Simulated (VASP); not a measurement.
## MgH2: single point with PBEsol+D3(BJ)

Crystal: MgH2.

```
Mg H
1.0
     0.00000    2.33909    2.33909
     2.33909    0.00000    2.33909
     2.33909    2.33909    0.00000
Mg H
1 2
Direct
  0.00000 0.00000 0.00000
  0.25000 0.25000 0.25000
  0.75000 0.75000 0.75000
```

```json
{
  "Program": "VASP 6.6.1",
  "Task": "single point",
  "Functional": "PBEsol",
  "Dispersion": "D3(BJ)",
  "Potentials or basis": "VASP PAW PBE potentials, release 64 (Mg, H)",
  "Cutoff": "520 eV",
  "k mesh": "10 × 10 × 10",
  "Occupations": "fermi-dirac, width 0.05 eV",
  "Spin": "no spin polarisation",
  "Dipole correction": "no",
  "Further INCAR settings": "ALGO = Normal; EDIFF = 1e-07; NBANDS = 9"
}
```

```json
{"Pressure": "-0.8 GPa", "Band gap on the k mesh": "zero (band 2 reaches 4.40 eV, above the bottom of band 3 at 2.67 eV)", "Dispersion energy per atom": "-0.130 eV"}
```

Levels at points of the mesh, in eV from the Fermi level:
```tsv
k point	band 1	band 2	band 3	band 4	band 5	band 6
(0.00, 0.00, 0.00)	-10.28	1.25	9.49	9.49	9.49	12.31
(0.50, 0.00, 0.00)	-5.82	-5.76	6.95	7.79	9.13	9.13
(0.50, 0.50, 0.00)	-5.81	-2.27	-0.48	4.80	4.80	8.18
```

Wall time 5.6 s on 1 thread of Intel(R) Xeon(R) 6975P-C (Granite Rapids) (shared host), peak memory 0.17 GiB.

Caveat: three body term missing; the PAW data sets were made with another functional, which shifts forces and pressure a little; pairwise dispersion overbinds metals, which lowers pressure and volume.
